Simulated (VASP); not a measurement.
## CuO: single point with PBE

CuO:

```
Cu O
1.0
     2.34465   -1.71340    0.00000
     2.34465    1.71340    0.00000
    -0.86055    0.00000    5.05944
Cu O
2 2
Cartesian
  1.1723 0.8457 0.0000
  0.7420 -0.8457 2.5297
  2.0724 -0.2841 1.2836
  1.6421 0.2841 3.8133
```

```json
{"Program": "VASP 6.6.1", "Task": "single point", "Functional": "PBE", "Potentials or basis": "VASP PAW PBE potentials, release 64 (Cu_sv_GW, O)", "Cutoff": "820 eV", "k mesh": "4 × 4 × 3", "Occupations": "fermi-dirac, width 0.05 eV", "Spin": "no spin polarisation"}
```

```yaml
Pressure: 4.8 GPa
Largest_force: 0.764 eV/Å
Band_gap_on_the_k_mesh: zero (bands 25 and 26 overlap by 0.30 eV)
```

Forces in eV/Å, atoms in the order of the input:
```
Cu  -0.628  0.358  0.249
Cu  -0.628 -0.358  0.249
O    0.628  0.290 -0.249
O    0.628 -0.290 -0.249
```

Stress tensor (GPa, compression positive):
```
 4.22  0.00 -1.29
 0.00  5.91  0.00
-1.29  0.00  4.40
```

Levels at points of the mesh, in eV from the Fermi level:
```
           k point  band 21  band 22  band 23  band 24  band 25  band 26  band 27  band 28  band 29  band 30
(0.00, 0.00, 0.00)    -2.31    -2.20    -2.11    -1.63     0.22     0.92     1.68     6.00     8.10    13.30
(0.50, 0.00, 0.00)    -2.03    -1.58    -1.49    -1.38    -0.02     0.30     4.85     6.26     6.90    11.05
(0.50, 0.50, 0.00)    -2.11    -2.10    -1.64    -1.21    -0.64     1.07     3.33     7.00     8.50     9.93
```

It took 47 s on 1 thread of Intel(R) Xeon(R) Platinum 8259CL CPU @ 2.50GHz (Skylake/Cascade Lake), with other jobs on the host, peak memory 0.21 GiB.

Caveat: the k points lie up to 0.57 Å⁻¹ apart; semilocal functionals underestimate gaps, and a narrow one can read as zero; semilocal functionals often make such compounds metallic where correlation or magnetic order opens a gap, which also shifts bond lengths. With open d or f shells a metallic result of PBE can be an artefact of self-interaction; +U or a hybrid may open a gap.
